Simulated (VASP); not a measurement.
# Yb (Im-3m) in VASP: a series of runs

Yb is run at these levels: PBE; tasks: single point.

Program: VASP 6.6.1. These are calculated values, not measurements. Logs are shortened: lines on timing, memory, paths and dates and some standing lists are left out, and cuts for length are marked.

**1. The cell of the first run**

Symmetry: Im-3m, No. 229, cubic system. The conventional cell has a = 4.108 Å, b = 4.108 Å, c = 4.108 Å, α = 90.00°, β = 90.00°, γ = 90.00°. Yb (site symmetry m-3m) has 14 Yb at 3.56 to 4.11 Å within 4.7 Å.

**2. Single point, PBE**

Input file INCAR:

```
SYSTEM = Yb
PREC     = Accurate       ! precision mode
ENCUT    = 520            ! plane-wave cutoff, eV
EDIFF    = 1E-6           ! SCF threshold, eV
ISMEAR   = -1             ! smearing method
SIGMA    = 0.1            ! smearing width, eV
LREAL    = .False.        ! projectors in reciprocal space
LASPH    = .True.         ! aspherical terms in the spheres
NELM     = 60             ! most SCF steps
ALGO     = Normal         ! electronic algorithm
ISIF     = 2              ! what is computed and relaxed
LWAVE    = .False.        ! write WAVECAR
LCHARG   = .False.        ! write CHGCAR
GGA      = PE             ! functional
NBANDS   = 18             ! bands
```

Input file KPOINTS:

```
regular mesh
0
Gamma
  6 6 6
  0 0 0
```

Input file POSCAR:

```
Yb
1.0
   -2.0542319315      2.0542319315      2.0542319315
    2.0542319315     -2.0542319315      2.0542319315
    2.0542319315      2.0542319315     -2.0542319315
Yb
1
Direct
    0.0000000000      0.0000000000      0.0000000000
```

Potentials or basis: VASP PAW PBE potentials, release 64 (Yb).

The run is started by

```sh
cat potpaw_PBE.64/Yb/POTCAR > POTCAR
mpirun -np 1 vasp_std > vasp.out
```

OUTCAR:

```text
SYSTEM = Yb
   PREC = Accurate
   ENCUT = 520
   EDIFF = 1E-6
   ISMEAR = -1
   LREAL = .False.
   LASPH = .True.
   NELM = 60
   ISIF = 2
   GGA = PE

 ion  position               nearest neighbor table
   1  0.000  0.000  0.000-

  LATTYP: Found a body centered cubic cell.
 ALAT       =     4.1084638630

  Lattice vectors:

 A1 = (  -2.0542319315,   2.0542319315,   2.0542319315)
 A2 = (   2.0542319315,  -2.0542319315,   2.0542319315)
 A3 = (   2.0542319315,   2.0542319315,  -2.0542319315)

Analysis of symmetry for initial positions (statically):
=====================================================================
 Subroutine PRICEL returns:
 Original cell was already a primitive cell.

 Routine SETGRP: Setting up the symmetry group for a
 body centered cubic supercell.

 Subroutine GETGRP returns: Found 48 space group operations
 (whereof 48 operations were pure point group operations)
 out of a pool of 48 trial point group operations.

The static configuration has the point symmetry O_h .

Analysis of symmetry for dynamics (positions and initial velocities):
=====================================================================
 Subroutine PRICEL returns:
 Original cell was already a primitive cell.

 Routine SETGRP: Setting up the symmetry group for a
 body centered cubic supercell.

 Subroutine GETGRP returns: Found 48 space group operations
 (whereof 48 operations were pure point group operations)
 out of a pool of 48 trial point group operations.

The dynamic configuration has the point symmetry O_h .

 Subroutine INISYM returns: Found 48 space group operations
 (whereof 48 operations are pure point group operations),
 and found     1 'primitive' translations

----------------------------------------------------------------------------------------

                                     Primitive cell

  volume of cell :      34.6744

  direct lattice vectors                    reciprocal lattice vectors
    -2.054231931  2.054231931  2.054231931     0.000000000  0.243399975  0.243399975
     2.054231931 -2.054231931  2.054231931     0.243399975  0.000000000  0.243399975
[... 63 lines left out ...]
   NGXF,Y,Z  is equivalent  to a cutoff of  26.17, 26.17, 26.17 a.u.
 SYSTEM =  Yb
   PREC   = accura    normal or accurate (medium, high low for compatibility)
   ISTART =      0    job   : 0-new  1-cont  2-samecut
   ICHARG =      2    charge: 1-file 2-atom 10-const
   ISPIN  =      1    spin polarized calculation?
   LNONCOLLINEAR =      F non collinear calculations
   LSORBIT =      F    spin-orbit coupling
   LASPH  =      T    aspherical Exc in radial PAW
   ENCUT  =  520.0 eV  38.22 Ry    6.18 a.u.   6.62  6.62  6.62*2*pi/ulx,y,z
   NELM   =     60;   NELMIN=  2; NELMDL= -5     # of ELM steps
   EDIFF  = 0.1E-05   stopping-criterion for ELM
   LREAL  =      F    real-space projection
   EDIFFG = 0.1E-04   stopping-criterion for IOM
   NSW    =      0    number of steps for IOM
   IBRION =     -1    ionic relax: 0-MD 1-quasi-New 2-CG
   NFREE  =      0    steps in history (QN), initial steepest desc. (CG)
   ISIF   =      2    stress and relaxation
   ISYM   =      2    0-nonsym 1-usesym 2-fastsym
   POTIM  = 0.5000    time-step for ionic-motion
   TEBEG  =    0.0;   TEEND  =   0.0 temperature during run
   PSTRESS=    0.0 pullay stress
   NELECT =      24.0000    total number of electrons
   NUPDOWN=      -1.0000    fix difference up-down
   EMIN   =  10.00;   EMAX   =-10.00  energy-range for DOS
   EFERMI =   0.00;   METHOD = LEGACY
   ISMEAR =    -1;   SIGMA  =   0.10  broadening in eV -4-tet -1-fermi 0-gaus
   EFERMI_NEDOS =   21; number of points for ismear=-14 and -15
   IALGO  =     38    algorithm
   IMIX   =      4    mixing-type and parameters
     AMIX     =   0.40;   BMIX     =  1.00
     AMIX_MAG =   1.60;   BMIX_MAG =  1.00
  volume/ion in A,a.u.               =      34.67       233.99
  Fermi-wavevector in a.u.,A,eV,Ry     =   1.448135  2.736579 28.532717  2.097096
  Thomas-Fermi vector in A             =   2.566011
   LORBIT       =      0    0 simple, 1 ext, 2 COOP (PROOUT), +10 PAW based schemes
   GGA     = PE    functional components
   LHFCALC =     F    Hartree Fock is set to
   AEXX    =    0.0000 exact exchange contribution
   IVDW    =     0    specifies the selected vdW correction
   LEPSILON=     F    determine dielectric tensor
   LRPA    =     F    only Hartree local field effects (RPA)
 non-spin polarized calculation
  energy-cutoff  :      520.00
  volume of cell :       34.67
 maximum number of plane-waves:       959
 NGX is ok and might be reduce to    28
   NGX = 13   NGY = 13   NGZ = 13

 number of electron      23.9999997 magnetization

 Free energy of the ion-electron system (eV)
  ---------------------------------------------------
  ext. energy  EPLUGINS =         0.00000000
  ---------------------------------------------------
  free energy    TOTEN  =        -3.60658589 eV

  energy without entropy =       -3.53008026  energy(sigma->0) =       -3.56833308

 E-fermi :   1.7288     XC(G=0):  -9.6046

 val. band max:        1.5080358118   @ k =   0.5000   0.5000   0.3333
 cond. band min:       1.7834783306   @ k =   0.3333   0.3333   0.0000
 fundamental gap:      0.2754425188
 Fermi energy:         1.7287566778

 k-point     1 :       0.0000    0.0000    0.0000
  band No.  band energies     occupation
      1     -50.0826      2.00000
      2     -22.2286      2.00000
      3     -22.2286      2.00000
      4     -22.2286      2.00000
      5      -3.5406      2.00000
      6       1.1328      1.99485
[... 313 lines left out ...]
      5       1.0777      1.99703
      6       1.0777      1.99703
[... 10 lines left out ...]
     17       8.6107      0.00000
     18       8.6107      0.00000

------------------------ aborting loop because EDIFF is reached ----------------------------------------

  FORCE on cell =-STRESS in cart. coord.  units (eV):
  Direction    XX          YY          ZZ          XY          YZ          ZX
  --------------------------------------------------------------------------------------
  -------------------------------------------------------------------------------------
  Total       -0.0309393     -0.0309393     -0.0309393      0.0000000      0.0000000      0.0000000
  in kB       -1.4295950     -1.4295950     -1.4295950      0.0000000      0.0000000      0.0000000
  external PRESSURE =      -1.4295950 kB  Pullay stress =       0.0000000 kB

 VOLUME and BASIS-vectors are now :
 -----------------------------------------------------------------------------
  energy-cutoff  :      520.00
  volume of cell :       34.67
      direct lattice vectors                 reciprocal lattice vectors
    -2.054231931  2.054231931  2.054231931     0.000000000  0.243399975  0.243399975
     2.054231931 -2.054231931  2.054231931     0.243399975  0.000000000  0.243399975
     2.054231931  2.054231931 -2.054231931     0.243399975  0.243399975  0.000000000

 POSITION                                       TOTAL-FORCE (eV/Angst)
 -----------------------------------------------------------------------------------
      0.00000      0.00000      0.00000        -0.000000      0.000000     -0.000000
 -----------------------------------------------------------------------------------
    total drift:                                0.000000      0.000000      0.000000

  FREE ENERGIE OF THE ION-ELECTRON SYSTEM (eV)
  ---------------------------------------------------
  free  energy   TOTEN  =        -3.6065858928 eV

  energy  without entropy=       -3.5300802600  energy(sigma->0) =       -3.56833308
```

Run time: 61 s. Hardware: 1 thread of AMD EPYC 7R13 (Zen 3), shared host; peak memory 0.13 GiB.

What came out:

| Property | Result |
| --- | --- |
| Free energy | -3.6066 eV |
| Pressure | -0.1 GPa |
| Band gap on the k mesh | zero (band 12 reaches 1.78 eV, above the bottom of band 13 at 1.28 eV) |

Levels at points of the mesh, in eV from the Fermi level:
| k point | band 10 | band 11 | band 12 | band 13 | band 14 | band 15 |
| --- | --- | --- | --- | --- | --- | --- |
| (0.00, 0.00, 0.00) | -0.46 | -0.46 | -0.43 | 2.89 | 2.89 | 2.89 |
| (0.50, 0.00, 0.00) | -0.49 | -0.47 | -0.45 | 0.63 | 1.22 | 4.58 |
| (0.50, 0.50, 0.50) | -0.55 | -0.45 | -0.45 | -0.45 | 5.34 | 5.34 |

Caveat: the k points lie up to 0.36 Å⁻¹ apart; spin-orbit coupling is left out, which moves the levels of the heavy elements.

**3. Single point, PBE (volume scaled by 0.88)**

Input file INCAR:

```
SYSTEM = Yb
  PREC = Accurate
  ENCUT = 520
  EDIFF = 1E-6
  ISMEAR = -1
  SIGMA = 0.1
  LREAL = .False.
  LASPH = .True.
  NELM = 100
  ALGO = Normal
  ISIF = 2
  LWAVE = .False.
  LCHARG = .False.
  GGA = PE
  NBANDS = 18
```

Input file KPOINTS:

```
regular mesh
0
Gamma
  12 12 12
  0 0 0
```

Input file POSCAR:

```
Yb
1.0
   -1.9685375240      1.9685375240      1.9685375240
    1.9685375240     -1.9685375240      1.9685375240
    1.9685375240      1.9685375240     -1.9685375240
Yb
1
Direct
    0.0000000000      0.0000000000      0.0000000000
```

Potentials or basis: VASP PAW PBE potentials, release 64 (Yb).

The run is started by

```sh
cat potpaw_PBE.64/Yb/POTCAR > POTCAR
mpirun -np 1 vasp_std > vasp.out
```

Run time: 2 min. Hardware: 1 thread of AMD EPYC 7R43 (Zen 3), shared host; peak memory 0.16 GiB.

Results (log left out):

| Quantity | Value |
| --- | --- |
| Free energy | -3.5747 eV |
| Pressure | 3.2 GPa |
| Band gap on the k mesh | zero (band 12 reaches 2.57 eV, above the bottom of band 13 at 1.69 eV) |

Levels at points of the mesh, in eV from the Fermi level:
```
           k point  band 9  band 10  band 11  band 12  band 13  band 14  band 15  band 16
(0.00, 0.00, 0.00)   -0.45    -0.45    -0.45    -0.42     3.05     3.05     3.05     5.25
(0.50, 0.00, 0.00)   -0.49    -0.49    -0.46    -0.44     1.06     1.18     5.06     6.15
(0.50, 0.50, 0.50)   -0.56    -0.56    -0.44    -0.44    -0.44     6.22     6.22     6.22
```

Caveat: spin-orbit coupling is left out, which moves the levels of the heavy elements.
